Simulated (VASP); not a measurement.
Write the native input for VASP 6.6.1 that does the following.

- Task: single point
- Functional: PBE
- Potentials or basis: VASP PAW PBE potentials, release 64 (Ru_pv, Al)
- Cutoff: 520 eV
- k mesh: 14 × 14 × 14
- Occupations: fermi-dirac, width 0.05 eV
- Spin: no spin polarisation
- Dipole correction: no
- Further INCAR settings: ALGO = Normal; EDIFF = 1e-07; NBANDS = 16

The structure of AlRu (CsCl type) lies in POSCAR:

```
AlRu
1.0
    2.8159671336      0.0000000000      0.0000000000
    0.0000000000      2.8159671336      0.0000000000
    0.0000000000      0.0000000000      2.8159671336
Ru Al
1 1
Direct
    0.0000000000      0.0000000000      0.0000000000
    0.5000000000      0.5000000000      0.5000000000
```

One way to write it, as run:

INCAR

```
PREC = Accurate
ENCUT = 520
EDIFF = 1E-7
ISMEAR = -1
SIGMA = 0.05
LREAL = F
LASPH = T
NELM = 60
ALGO = Normal
ISIF = 2
LWAVE = F
LCHARG = F
GGA = PE
NBANDS = 16
```

KPOINTS

```
Automatic mesh
0
Gamma
  14 14 14
```

Potentials or basis: VASP PAW PBE potentials, release 64 (Ru_pv, Al).

Run with:

```bash
$ cat potpaw_PBE.64/Ru_pv/POTCAR potpaw_PBE.64/Al/POTCAR > POTCAR
$ mpirun -np 1 vasp_std > vasp.out
```

Results of the run:

The pressure is 60.4 GPa and the band gap on the k mesh is zero (an odd number of electrons rules out a gap without spin polarisation).

Caveat: the cell stands under pressure.

Wall time 51 s on 1 thread of Intel Xeon 8259CL, on a shared host, peak memory 0.17 GiB.
